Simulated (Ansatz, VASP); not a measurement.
# One calculation of Pd6F, two programs

```
CELL_PARAMETERS angstrom
4.55946 0.00000 0.00000
0.00000 4.55946 0.00000
0.00000 0.00000 4.55946
ATOMIC_POSITIONS crystal
Pd 0.20700 0.50000 0.50000
Pd 0.50000 0.20700 0.50000
Pd 0.79300 0.50000 0.50000
Pd 0.50000 0.79300 0.50000
Pd 0.50000 0.50000 0.20700
Pd 0.50000 0.50000 0.79300
F 0.00000 0.00000 0.00000
```

Change from the starting cell: species swapped into the GdB6 type (Pm-3m, No. 221).

Alike in both runs: task single point; functional PBE; k mesh 4 × 4 × 4; occupations gaussian, width 0.1 eV; no spin polarisation.

```csv
,VASP,Ansatz
version,VASP 6.6.1,Ansatz 0.2.0
potentials or method,"VASP PAW PBE potentials, release 64 (Pd, F), cutoff 520 eV","scalar-relativistic, plane waves, PAW"
valence electrons in the cell,67,115
```

Ansatz gave:

* gap on the k mesh at the Fermi level (eV): none
* rms of the force components (eV/Å): 23.974

Problem. Which values does VASP return?

Solution. gap on the k mesh at the Fermi level (eV): none; rms of the force components (eV/Å): 20.538.

Atom by atom the forces differ by 3.436 eV/Å (rms over components). A gap of «none» marks a metal or a gap that the smearing closes. VASP's potentials hold 67 valence electrons a cell and Ansatz's 115, so a difference there can come from the potentials and not from the codes.
